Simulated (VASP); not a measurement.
# CoW (Fm-3m) in VASP: a series of runs

Runs on CoW. Level: r2SCAN. Tasks: single point, relaxation of cell and atoms.

Program: VASP 6.6.1. These are calculated values, not measurements. Logs are shortened: lines on timing, memory, paths and dates and some standing lists are left out, and cuts for length are marked.

**1. The cell of the first run**

The structure is cubic, space group Fm-3m (No. 225). Conventional cell: a = 4.730 Å, b = 4.730 Å, c = 4.730 Å, α = 90.00°, β = 90.00°, γ = 90.00°. Co (site symmetry m-3m) has 6 W at 2.36 Å within 3.1 Å. Within 3.1 Å of W (site symmetry m-3m) lie 6 Co at 2.36 Å.

**2. Single point, r2SCAN, collinear spin, ferromagnetic start**

POSCAR reads:

```
CoW
1.0
    0.0000000000      2.3647919734      2.3647919734
    2.3647919734      0.0000000000      2.3647919734
    2.3647919734      2.3647919734      0.0000000000
Co W
1 1
Direct
    0.0000000000      0.0000000000      0.0000000000
    0.5000000000      0.5000000000      0.5000000000
```

INCAR.step1 reads:

```
PREC     = Accurate       # precision mode
ENCUT    = 520            # plane-wave cutoff, eV
ISMEAR   = 0              # smearing method
SIGMA    = 0.1            # smearing width, eV
LREAL    = F              # projectors in reciprocal space
LASPH    = T              # aspherical terms in the spheres
NELM     = 150            # most SCF steps
ISPIN    = 2              # spin polarisation
MAGMOM   = 3 0            # initial moments
LMAXMIX  = 4              # l up to which the mixer works
NBANDS   = 22             # bands
GGA      = PE             # functional
ALGO     = Normal         # electronic algorithm
EDIFF    = 1E-4           # SCF threshold, eV
LWAVE    = T              # write WAVECAR
LCHARG   = F              # write CHGCAR
```

INCAR.step2 reads:

```
PREC     = Accurate       # precision mode
ENCUT    = 520            # plane-wave cutoff, eV
EDIFF    = 1E-7           # SCF threshold, eV
ISMEAR   = 0              # smearing method
SIGMA    = 0.1            # smearing width, eV
LREAL    = F              # projectors in reciprocal space
LASPH    = T              # aspherical terms in the spheres
NELM     = 150            # most SCF steps
ALGO     = Normal         # electronic algorithm
ISIF     = 2              # what is computed and relaxed
LWAVE    = F              # write WAVECAR
LCHARG   = F              # write CHGCAR
ISPIN    = 2              # spin polarisation
MAGMOM   = 3 0            # initial moments
LORBIT   = 11             # projections on sites
LMAXMIX  = 4              # l up to which the mixer works
METAGGA  = R2SCAN         # meta-GGA
LMIXTAU  = T            
NBANDS   = 22             # bands
ISTART   = 1
```

KPOINTS reads:

```
regular mesh
0
Gamma
  6 6 6
```

Potentials or basis: VASP PAW PBE potentials, release 64 (Co, W_sv).

Launch:

```
$ cat potpaw_PBE.64/Co/POTCAR potpaw_PBE.64/W_sv/POTCAR > POTCAR
$ cp INCAR.step1 INCAR
$ mpirun -np 1 vasp_std > vasp.out
$ cp INCAR.step2 INCAR
$ mpirun -np 1 vasp_std > vasp.out
```

OUTCAR:

```text
PREC = Accurate
   ENCUT = 520
   EDIFF = 1E-7
   ISMEAR = 0
   LREAL = F
   LASPH = T
   NELM = 150
   ISIF = 2
   ISPIN = 2
   LORBIT = 11
   METAGGA = R2SCAN
   ISTART = 1

 ion  position               nearest neighbor table
   1  0.000  0.000  0.000-   2 2.36   2 2.36   2 2.36   2 2.36   2 2.36   2 2.36
   2  0.500  0.500  0.500-   1 2.36   1 2.36   1 2.36   1 2.36   1 2.36   1 2.36

  LATTYP: Found a face centered cubic cell.
 ALAT       =     4.7295839468

  Lattice vectors:

 A1 = (   0.0000000000,   2.3647919734,   2.3647919734)
 A2 = (   2.3647919734,   0.0000000000,   2.3647919734)
 A3 = (   2.3647919734,   2.3647919734,   0.0000000000)

Analysis of symmetry for initial positions (statically):
=====================================================================
 Subroutine PRICEL returns:
 Original cell was already a primitive cell.

 Routine SETGRP: Setting up the symmetry group for a
 face centered cubic supercell.

 Subroutine GETGRP returns: Found 48 space group operations
 (whereof 48 operations were pure point group operations)
 out of a pool of 48 trial point group operations.

The static configuration has the point symmetry O_h .

Analysis of symmetry for dynamics (positions and initial velocities):
=====================================================================
 Subroutine PRICEL returns:
 Original cell was already a primitive cell.

 Routine SETGRP: Setting up the symmetry group for a
 face centered cubic supercell.

 Subroutine GETGRP returns: Found 48 space group operations
 (whereof 48 operations were pure point group operations)
 out of a pool of 48 trial point group operations.

The dynamic configuration has the point symmetry O_h .

Analysis of structural, dynamic, and magnetic symmetry:
=====================================================================
 Subroutine PRICEL returns:
 Original cell was already a primitive cell.

 Routine SETGRP: Setting up the symmetry group for a
 face centered cubic supercell.

 Subroutine GETGRP returns: Found 48 space group operations
 (whereof 48 operations were pure point group operations)
 out of a pool of 48 trial point group operations.

The overall configuration has the point symmetry O_h .

 Subroutine INISYM returns: Found 48 space group operations
 (whereof 48 operations are pure point group operations),
 and found     1 'primitive' translations

----------------------------------------------------------------------------------------

                                     Primitive cell
[... 105 lines left out ...]
  Thomas-Fermi vector in A             =   2.665495
   LORBIT       =     11    0 simple, 1 ext, 2 COOP (PROOUT), +10 PAW based schemes
   METAGGA = R2SCAN    functional components
   LHFCALC =     F    Hartree Fock is set to
   AEXX    =    0.0000 exact exchange contribution
   IVDW    =     0    specifies the selected vdW correction
   LEPSILON=     F    determine dielectric tensor
   LRPA    =     F    only Hartree local field effects (RPA)
 spin polarized calculation
 Gauss-broadening in eV      SIGMA  =   0.10
  energy-cutoff  :      520.00
  volume of cell :       26.45
 maximum number of plane-waves:       725
 NGX is ok and might be reduce to    28
   NGX = 13   NGY = 13   NGZ = 13

 number of electron      23.0000002 magnetization      -0.0000954

 number of electron      23.0000002 magnetization       0.0001217

 Free energy of the ion-electron system (eV)
  ---------------------------------------------------
  ext. energy  EPLUGINS =         0.00000000
  ---------------------------------------------------
  free energy    TOTEN  =       -62.42540615 eV

  energy without entropy =      -62.41256907  energy(sigma->0) =      -62.41898761

 E-fermi :  11.3893     XC(G=0): -14.7487

 val. band max:       11.3774464326   @ k =   0.3333   0.0000   0.0000
 cond. band min:      11.4779895683   @ k =  -0.3333   0.3333   0.1667
 fundamental gap:      0.1005431357
 Fermi energy:        11.3893183959

 spin component 1

 k-point     1 :       0.0000    0.0000    0.0000
  band No.  band energies     occupation
      1     -65.2011      1.00000
      2     -28.6739      1.00000
      3     -28.6739      1.00000
      4     -28.6739      1.00000
      5       1.2882      1.00000
      6       6.1358      1.00000
[... 389 lines left out ...]
     21      30.0443      0.00000
     22      33.6160      0.00000
 Fermi energy:        11.3893183959

 spin component 2

 k-point     1 :       0.0000    0.0000    0.0000
  band No.  band energies     occupation
      1     -65.2011      1.00000
      2     -28.6739      1.00000
      3     -28.6739      1.00000
      4     -28.6739      1.00000
      5       1.2882      1.00000
      6       6.1358      1.00000
[... 389 lines left out ...]
     21      30.0444      0.00000
     22      33.6160      0.00000

------------------------ aborting loop because EDIFF is reached ----------------------------------------

  FORCE on cell =-STRESS in cart. coord.  units (eV):
  Direction    XX          YY          ZZ          XY          YZ          ZX
  --------------------------------------------------------------------------------------
  -------------------------------------------------------------------------------------
  Total        3.3151846      3.3151846      3.3151846      0.0000000      0.0000000      0.0000000
  in kB      200.8211598    200.8211598    200.8211598      0.0000000      0.0000000      0.0000000
  external PRESSURE =     200.8211598 kB  Pullay stress =       0.0000000 kB

 VOLUME and BASIS-vectors are now :
 -----------------------------------------------------------------------------
  energy-cutoff  :      520.00
  volume of cell :       26.45
      direct lattice vectors                 reciprocal lattice vectors
     0.000000000  2.364791973  2.364791973    -0.211435088  0.211435088  0.211435088
     2.364791973  0.000000000  2.364791973     0.211435088 -0.211435088  0.211435088
     2.364791973  2.364791973  0.000000000     0.211435088  0.211435088 -0.211435088

 POSITION                                       TOTAL-FORCE (eV/Angst)
 -----------------------------------------------------------------------------------
      0.00000      0.00000      0.00000         0.000000      0.000000     -0.000000
      2.36479      2.36479      2.36479        -0.000000     -0.000000      0.000000
 -----------------------------------------------------------------------------------
    total drift:                                0.000000      0.000000      0.000000

  FREE ENERGIE OF THE ION-ELECTRON SYSTEM (eV)
  ---------------------------------------------------
  free  energy   TOTEN  =       -62.4254061507 eV

  energy  without entropy=      -62.4125690654  energy(sigma->0) =      -62.41898761

 total charge

# of ion       s       p       d       tot
------------------------------------------
    1        0.677   0.690   7.556   8.923
    2        2.421   6.285   3.371  12.077
--------------------------------------------------
tot          3.098   6.975  10.927  21.000

 magnetization (x)

# of ion       s       p       d       tot
------------------------------------------
    1        0.000   0.000   0.000   0.000
    2       -0.000   0.000   0.000   0.000
--------------------------------------------------
tot          0.000   0.000   0.000   0.000
```

Run time: 57 s. Hardware: 1 thread of Intel Xeon 6975P-C (Granite Rapids), shared host; peak memory 0.19 GiB.

What came out:

```yaml
Free_energy: -62.4254 eV
Pressure: 20.1 GPa
Net_moment: 0.00 μB per cell
Valence_electrons_inside_the_program's_atomic_spheres: Co 8.92; W 12.08
```

Caveat: the k points lie up to 0.38 Å⁻¹ apart; the PAW data sets were made with another functional, which shifts forces and pressure a little; spin-orbit coupling is left out, which moves the levels of the heavy elements.

**3. Single point, r2SCAN, collinear spin, ferromagnetic start**

This run uses another cell than the first one, of 14.12 Å³/atom.

POSCAR reads:

```
CoW
1.0
    0.0000000000      2.4169605704      2.4169605704
    2.4169605704      0.0000000000      2.4169605704
    2.4169605704      2.4169605704      0.0000000000
Co W
1 1
Direct
    0.0000000000      0.0000000000      0.0000000000
    0.5000000000      0.5000000000      0.5000000000
```

INCAR.step1 reads:

```
SYSTEM = CoW
PREC     = Accurate       ! precision mode
ENCUT    = 520            ! plane-wave cutoff, eV
ISMEAR   = 0              ! smearing method
SIGMA    = 0.1            ! smearing width, eV
LREAL    = .False.        ! projectors in reciprocal space
LASPH    = .True.         ! aspherical terms in the spheres
NELM     = 150            ! most SCF steps
ISPIN    = 2              ! spin polarisation
MAGMOM   = 0.2 0          ! initial moments
LMAXMIX  = 4              ! l up to which the mixer works
NBANDS   = 22             ! bands
GGA      = PE             ! functional
ALGO     = Normal         ! electronic algorithm
EDIFF    = 1E-4           ! SCF threshold, eV
LWAVE    = .True.         ! write WAVECAR
LCHARG   = .False.        ! write CHGCAR
```

INCAR.step2 reads:

```
SYSTEM = CoW
PREC     = Accurate       ! precision mode
ENCUT    = 520            ! plane-wave cutoff, eV
EDIFF    = 1E-7           ! SCF threshold, eV
ISMEAR   = 0              ! smearing method
SIGMA    = 0.1            ! smearing width, eV
LREAL    = .False.        ! projectors in reciprocal space
LASPH    = .True.         ! aspherical terms in the spheres
NELM     = 150            ! most SCF steps
ALGO     = Normal         ! electronic algorithm
ISIF     = 2              ! what is computed and relaxed
LWAVE    = .False.        ! write WAVECAR
LCHARG   = .False.        ! write CHGCAR
ISPIN    = 2              ! spin polarisation
MAGMOM   = 0.2 0          ! initial moments
LORBIT   = 11             ! projections on sites
LMAXMIX  = 4              ! l up to which the mixer works
METAGGA  = R2SCAN         ! meta-GGA
LMIXTAU  = .True.       
NBANDS   = 22             ! bands
ISTART   = 1
```

KPOINTS reads:

```
Automatic mesh
0
Gamma
  6 6 6
  0 0 0
```

Potentials or basis: VASP PAW PBE potentials, release 64 (Co, W_sv).

Launch:

```
$ cat potpaw_PBE.64/Co/POTCAR potpaw_PBE.64/W_sv/POTCAR > POTCAR
$ cp INCAR.step1 INCAR
$ mpirun -np 1 vasp_std > vasp.out
$ cp INCAR.step2 INCAR
$ mpirun -np 1 vasp_std > vasp.out
```

Wall time 65 s (1 thread of Intel Xeon 6975P-C (Granite Rapids), shared host); peak memory 0.19 GiB.

The run converged. Its results:

- Free energy: -62.5351 eV
- Pressure: 0.6 GPa
- Net moment: 0.00 μB per cell
- Valence electrons inside the program's atomic spheres: Co 8.76; W 11.94

Levels at points of the mesh, in eV from the Fermi level:
Spin up:
```tsv
k point	band 8	band 9	band 10	band 11	band 12	band 13	band 14	band 15
(0.00, 0.00, 0.00)	-4.35	-4.35	-4.35	1.77	1.77	1.77	3.59	3.59
(0.50, 0.00, 0.00)	-2.43	-2.26	-2.26	-1.80	-1.80	-0.46	1.24	1.24
(0.50, 0.50, 0.00)	-3.40	-1.58	-1.58	-1.46	1.44	2.02	2.02	3.90
```
Spin down:
| k point | band 8 | band 9 | band 10 | band 11 | band 12 | band 13 | band 14 | band 15 |
| --- | --- | --- | --- | --- | --- | --- | --- | --- |
| (0.00, 0.00, 0.00) | -4.35 | -4.35 | -4.35 | 1.77 | 1.77 | 1.77 | 3.59 | 3.59 |
| (0.50, 0.00, 0.00) | -2.43 | -2.26 | -2.26 | -1.80 | -1.80 | -0.46 | 1.24 | 1.24 |
| (0.50, 0.50, 0.00) | -3.40 | -1.58 | -1.58 | -1.46 | 1.44 | 2.02 | 2.02 | 3.90 |

Caveat: the k points lie up to 0.38 Å⁻¹ apart; the PAW data sets were made with another functional, which shifts forces and pressure a little; spin-orbit coupling is left out, which moves the levels of the heavy elements.

**4. Relaxation of cell and atoms, r2SCAN, collinear spin, ferromagnetic start**

POSCAR reads:

```
CoW
1.0
    0.0000000000      2.3647919734      2.3647919734
    2.3647919734      0.0000000000      2.3647919734
    2.3647919734      2.3647919734      0.0000000000
Co W
1 1
Direct
    0.0000000000      0.0000000000      0.0000000000
    0.5000000000      0.5000000000      0.5000000000
```

INCAR.step1 reads:

```
SYSTEM = CoW
  PREC = Accurate
  ENCUT = 600
  ISMEAR = 0
  SIGMA = 0.1
  LREAL = .False.
  LASPH = .True.
  NELM = 150
  ISPIN = 2
  MAGMOM = 0.2 0
  LMAXMIX = 4
  GGA = PE
  ALGO = Normal
  EDIFF = 1E-4
  LWAVE = .True.
  LCHARG = .False.
```

INCAR.step2 reads:

```
SYSTEM = CoW
  PREC = Accurate
  ENCUT = 600
  EDIFF = 1E-6
  ISMEAR = 0
  SIGMA = 0.1
  LREAL = .False.
  LASPH = .True.
  NELM = 150
  ALGO = Normal
  ISIF = 3
  LWAVE = .False.
  LCHARG = .False.
  ISPIN = 2
  MAGMOM = 0.2 0
  LORBIT = 11
  LMAXMIX = 4
  METAGGA = R2SCAN
  LMIXTAU = .True.
  IBRION = 2
  NSW = 90
  EDIFFG = -0.04
  ISTART = 1
```

KPOINTS reads:

```
regular mesh
0
Gamma
  6 6 6
  0 0 0
```

Launch:

```
$ cat potpaw_PBE.64/Co/POTCAR potpaw_PBE.64/W_sv/POTCAR > POTCAR
$ cp INCAR.step1 INCAR
$ mpirun -np 1 vasp_std > vasp.out
$ cp INCAR.step2 INCAR
$ mpirun -np 1 vasp_std > vasp.out
```

Run time: 2.5 min. Hardware: 1 thread of Intel Xeon 6975P-C (Granite Rapids), shared host; peak memory 0.2 GiB.

It converged, with:

| Item | Value |
| --- | --- |
| Free energy | -62.5345 eV |
| Relaxed volume | 14.16 Å³/atom |
| Relaxed cell | a = 3.421 Å, b = 3.421 Å, c = 3.421 Å, α = 60.00°, β = 60.00°, γ = 60.00° |
| Space group after relaxing (to 0.1 Å) | Fm-3m (No. 225) |
| Energy gained by relaxing | 54.5 meV/atom |
| Ionic steps | 4 |
| Pressure after relaxing | -0.2 GPa |
| Net moment | 0.00 μB per cell |
| Valence electrons inside the program's atomic spheres | Co 8.75; W 11.94 |

Step by step:
| step | energy change (eV) | largest force (eV/Å) | pressure (GPa) | volume (Å³) |
| --- | --- | --- | --- | --- |
| 1 | 0.0000 | 0.0000 | 20.02 | 26.45 |
| 2 | 0.4054 | 0.0000 | -27.93 | 33.29 |
| 3 | -0.1087 | 0.0000 | -0.81 | 28.40 |
| 4 | -0.1089 | 0.0000 | -0.16 | 28.32 |

Final structure:
```xyz
2
Lattice="0.0000 2.4192 2.4192 2.4192 0.0000 2.4192 2.4192 2.4192 0.0000" Properties=species:S:1:pos:R:3 pbc="T T T"
Co    0.0000    0.0000    0.0000
W     2.4192    2.4192    2.4192
```

Levels at points of the mesh, in eV from the Fermi level:
Spin up:
```tsv
k point	band 9	band 10	band 11	band 12	band 13	band 14
(0.00, 0.00, 0.00)	-4.33	-4.33	1.77	1.77	1.77	3.58
(0.50, 0.00, 0.00)	-2.25	-2.25	-1.80	-1.80	-0.46	1.24
(0.50, 0.50, 0.00)	-1.57	-1.57	-1.46	1.44	2.01	2.01
```
Spin down:
```csv
k point,band 7,band 8,band 9,band 10,band 11,band 12,band 13,band 14,band 15
"(0.00, 0.00, 0.00)",-4.82,-4.33,-4.33,-4.33,1.77,1.77,1.77,3.58,3.58
"(0.50, 0.00, 0.00)",-2.42,-2.42,-2.25,-2.25,-1.80,-1.80,-0.46,1.24,1.24
"(0.50, 0.50, 0.00)",-4.01,-3.39,-1.57,-1.57,-1.46,1.44,2.01,2.01,3.88
```

Caveat: the k points lie up to 0.37 Å⁻¹ apart in the final cell; the PAW data sets were made with another functional, which shifts forces and pressure a little; spin-orbit coupling is left out, which moves the levels of the heavy elements.
